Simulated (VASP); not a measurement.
Write the native input for VASP 6.6.1 that does the following.

- Task: single point
- Functional: PBE
- Potentials or basis: VASP PAW PBE potentials, release 64 (Ba_sv, Ti_sv, O)
- Cutoff: 520 eV
- k mesh: 6 × 6 × 6
- Occupations: gaussian, width 0.02 eV
- Spin: no spin polarisation
- Hubbard terms: Ti d U = 4.0 eV
- Dipole correction: no
- Further INCAR settings: ALGO = Normal; EDIFF = 1e-07; NBANDS = 28

The structure of BaTiO3 lies in POSCAR:

```
BaTiO3
1.0
    2.9091196332      1.6795810033      2.4041728672
   -2.9091196332      1.6795810033      2.4041728672
    0.0000000000     -3.3591620067      2.4041728672
Ba Ti O
1 1 3
Direct
    0.0082067989      0.0082067989      0.0082067989
    0.5209965413      0.5209965413      0.5209965413
    0.4877050844      0.4877050844      0.9740864909
    0.4877050844      0.9740864909      0.4877050844
    0.9740864909      0.4877050844      0.4877050844
```

This cell differs from its parent crystal: volume scaled by 1.06, then relaxed in part.

The input as run:

INCAR

```
PREC = Accurate
ENCUT = 520
EDIFF = 1E-7
ISMEAR = 0
SIGMA = 0.02
LREAL = F
LASPH = T
NELM = 150
ALGO = Normal
ISIF = 2
LWAVE = F
LCHARG = F
LMAXMIX = 4
LDAU = T
LDAUTYPE = 2
LDAUL = -1 2 -1
LDAUU = 0 4 0
LDAUJ = 0 0 0
LDAUPRINT = 1
GGA = PE
NBANDS = 28
```

KPOINTS

```
Automatic mesh
0
Gamma
  6 6 6
```

Potentials or basis: VASP PAW PBE potentials, release 64 (Ba_sv, Ti_sv, O).

Command:

```sh
$ cat potpaw_PBE.64/Ba_sv/POTCAR potpaw_PBE.64/Ti_sv/POTCAR potpaw_PBE.64/O/POTCAR > POTCAR
$ mpirun -np 1 vasp_std > vasp.out
```

It gave:

```yaml
Pressure: -1.6 GPa
Largest_force: 0.781 eV/Å
Band_gap_on_the_k_mesh: 3.00 eV, indirect (least direct gap 3.58 eV)
```

Caveat: spin-orbit coupling is left out, which moves the levels of the heavy elements.

Wall time 64 s on 1 thread of Intel Xeon 6975P-C (shared host), peak memory 0.22 GiB.
